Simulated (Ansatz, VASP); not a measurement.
## HfSi2B4 in VASP and in Ansatz

```xyz
7
Lattice="3.1300 0.0000 0.0000 -1.5650 2.7107 0.0000 0.0000 0.0000 9.5000" Properties=species:S:1:pos:R:3 pbc="T T T"
Hf    0.0000    0.0000    0.0000
Si    0.0000    0.0000    5.9090
Si    0.0000    0.0000    3.5910
B     1.5650    0.9036    1.7575
B     0.0000    1.8071    1.7575
B     0.0000    1.8071    7.7425
B     1.5650    0.9036    7.7425
```

Alike in both runs: task relaxation of cell and atoms; functional PBE; k mesh 6 × 6 × 2; occupations gaussian, width 0.2 eV; no spin polarisation.

|  | VASP | Ansatz |
| --- | --- | --- |
| version | VASP 6.6.1 | Ansatz 0.2.0 |
| potentials or method | VASP PAW PBE potentials, release 64 (Hf_pv, Si, B), cutoff 600 eV | scalar-relativistic, plane waves, PAW |
| valence electrons in the cell | 30 | 46 |

VASP gave:

| Quantity | Value |
| --- | --- |
| gap on the k mesh at the Fermi level, each at its own relaxed structure (eV) | none |
| relaxed volume (Å³/atom) | 11.09 |
| relaxed length of the cell vector where the two differ most in proportion (Å) | 9.709 |

Q: What did Ansatz give for the same quantities?

A: gap on the k mesh at the Fermi level, each at its own relaxed structure (eV): none; relaxed volume (Å³/atom): 11.12; relaxed length of the cell vector where the two differ most in proportion (Å): 9.723.

A gap of «none» marks a metal or a gap that the smearing closes. VASP's potentials hold 30 valence electrons a cell and Ansatz's 46, so a difference there can come from the potentials and not from the codes.

The k mesh is coarse, so the values compare programs but aren't converged. Spin-orbit coupling is off throughout.
